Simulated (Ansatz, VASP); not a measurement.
CdTe: VASP beside Ansatz

The input INCAR:

```
SYSTEM = CdTe
PREC     = Accurate       ! precision mode
ENCUT    = 600            ! plane-wave cutoff, eV
EDIFF    = 1E-7           ! SCF threshold, eV
ISMEAR   = -1             ! smearing method
SIGMA    = 0.05           ! smearing width, eV
LREAL    = .FALSE.        ! projectors in reciprocal space
LASPH    = .TRUE.         ! aspherical terms in the spheres
NELM     = 100            ! most SCF steps
ALGO     = Normal         ! electronic algorithm
ISIF     = 3              ! what is computed and relaxed
LWAVE    = .FALSE.        ! write WAVECAR
LCHARG   = .FALSE.        ! write CHGCAR
GGA      = RE             ! functional
IVDW     = 12             ! dispersion correction
IBRION   = 2              ! ionic algorithm
NSW      = 80             ! ionic steps
EDIFFG   = -0.02          ! ionic threshold
```

Contents of KPOINTS:

```
regular mesh
0
G
  7 7 7
  0 0 0
```

File POSCAR:

```
CdTe
1.0
    0.0000000000      3.2050000000      3.2050000000
    3.2050000000      0.0000000000      3.2050000000
    3.2050000000      3.2050000000      0.0000000000
Te Cd
1 1
Direct
    0.7500000000      0.7500000000      0.7500000000
    0.0000000000      0.0000000000      0.0000000000
```

The input input.yaml:

```yaml
crystal:
  lattice:
    - [0.0, 3.205, 3.205]
    - [3.205, 0.0, 3.205]
    - [3.205, 3.205, 0.0]
  atoms:
    - { symbol: Te, position: [0.75, 0.75, 0.75] }
    - { symbol: Cd, position: [0.0, 0.0, 0.0] }
kpoints:
  mp_grid: { grid: [7, 7, 7] }
scf:
  occupations: { method: fermi_dirac, width: 0.05 }
hamiltonian:
  xc: revpbe
  dispersion: d3bj
  pseudopotentials: { kind: all_electron, lapw: { basis_error: 0.001 } }
output:
  forces: true
  stress: true
relax:
  f_tol: 0.02
  max_steps: 60
  cell: {}
```

Alike in both runs: task relaxation of cell and atoms; functional revPBE; dispersion D3(BJ); k mesh 7 × 7 × 7; occupations fermi-dirac, width 0.05 eV; no spin polarisation.

|  | VASP | Ansatz |
| --- | --- | --- |
| version | VASP 6.6.1 | Ansatz 0.2.0 |
| potentials or method | VASP PAW PBE potentials, release 64 (Te, Cd), cutoff 600 eV | all-electron LAPW, scalar-relativistic |

Ansatz gave:

| Property | Result |
| --- | --- |
| relaxed volume (Å³/atom) | 34.14 |
| relaxed cell length with the largest relative difference (Å) | 4.588 |

Problem. What did VASP give for the same quantities?

Solution. Relaxed volume (Å³/atom): 34.21; relaxed cell length with the largest relative difference (Å): 4.591.

VASP's potentials were made for PBE, not for revPBE. Ansatz ran all-electron here, and VASP with PAW potentials.

Neither program's run includes spin-orbit coupling.
